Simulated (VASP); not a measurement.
BiB: single point with LDA

BiB:

```xyz
8
Lattice="5.5293 0.0000 0.0000 0.0000 7.3974 0.0000 0.0000 0.0000 3.8958" Properties=species:S:1:pos:R:3 pbc="T T T"
Bi    0.7188    1.3315    0.9740
Bi    4.8105    6.0659    2.9219
Bi    3.4835    2.3672    2.9219
Bi    2.0458    5.0302    0.9740
B     3.3729    0.2219    0.9740
B     2.1564    7.1755    2.9219
B     0.6082    3.4768    2.9219
B     4.9211    3.9206    0.9740
```

| Property | Result |
| --- | --- |
| Program | VASP 6.6.1 |
| Task | single point |
| Functional | LDA |
| Potentials or basis | VASP PAW LDA potentials, release 64 (Bi_d, B) |
| Cutoff | 520 eV |
| k mesh | 6 × 5 × 9 |
| Occupations | fermi-dirac, width 0.1 eV |
| Spin | no spin polarisation |
| Dipole correction | no |
| Further INCAR settings | ALGO = Normal; EDIFF = 1e-07; NBANDS = 46 |

```
Pressure               : -10.4 GPa
Largest force          : 0.875 eV/Å
Band gap on the k mesh : zero (bands 36 and 37 overlap by 1.72 eV)
```

Forces in eV/Å, atoms in the order of the input:
```
Bi   0.100 -0.022  0.000
Bi  -0.100  0.022  0.000
Bi   0.100  0.022  0.000
Bi  -0.100 -0.022  0.000
B   -0.865 -0.128  0.000
B    0.865  0.128  0.000
B   -0.865  0.128  0.000
B    0.865 -0.128  0.000
```

Stress tensor (GPa, compression positive):
```
 -8.09   0.00   0.00
  0.00  -5.96   0.00
  0.00   0.00 -17.10
```

Levels at points of the mesh, in eV from the Fermi level:
| k point | band 33 | band 34 | band 35 | band 36 | band 37 | band 38 | band 39 | band 40 |
| --- | --- | --- | --- | --- | --- | --- | --- | --- |
| (0.00, 0.00, 0.00) | -1.38 | -0.26 | -0.08 | 0.32 | 0.53 | 0.95 | 1.10 | 1.53 |
| (0.50, 0.00, 0.00) | -0.74 | -0.74 | 0.51 | 0.51 | 0.61 | 0.61 | 0.73 | 0.73 |

It took 4.8 min on 1 thread of Intel(R) Xeon(R) Platinum 8375C CPU @ 2.90GHz (Ice Lake), with other jobs on the host, peak memory 0.42 GiB.

Caveat: the cell stands under tension; spin-orbit coupling is left out, which moves the levels of the heavy elements.
